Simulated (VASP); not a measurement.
A run of VASP 6.6.1:

File INCAR:

```
  ALGO = Normal
  EDIFF = 1E-6
  ENCUT = 500
  GGA = RE
  GGA_COMPAT = F
  ISIF = 2
  ISMEAR = -1
  LASPH = T
  LCHARG = F
  LREAL = F
  LWAVE = F
  NBANDS = 14
  NELM = 120
  PREC = Accurate
  SIGMA = 0.1
```

Contents of KPOINTS:

```
k-points
0
Gamma
  12 12 12
```

POSCAR

```
Rh
1.0
    0.0000000000      1.8978500000      1.8978500000
    1.8978500000      0.0000000000      1.8978500000
    1.8978500000      1.8978500000      0.0000000000
Rh
1
Direct
    0.0000000000      0.0000000000      0.0000000000
```

Potentials or basis: VASP PAW PBE potentials, release 64 (Rh_pv).

Command:

```console
$ cat potpaw_PBE.64/Rh_pv/POTCAR > POTCAR
$ mpirun -np 1 vasp_std > vasp.out
```

Hardware: 1 thread of AMD EPYC 9R45 96-Core Processor (Zen 5), with other jobs on the host.

How long does it take, and how much memory?

Wall time 6.9 s on 1 thread of AMD EPYC 9R45 96-Core Processor (Zen 5), on a shared host, peak memory 0.1 GiB. Counts: scf iterations 11, k points 72.
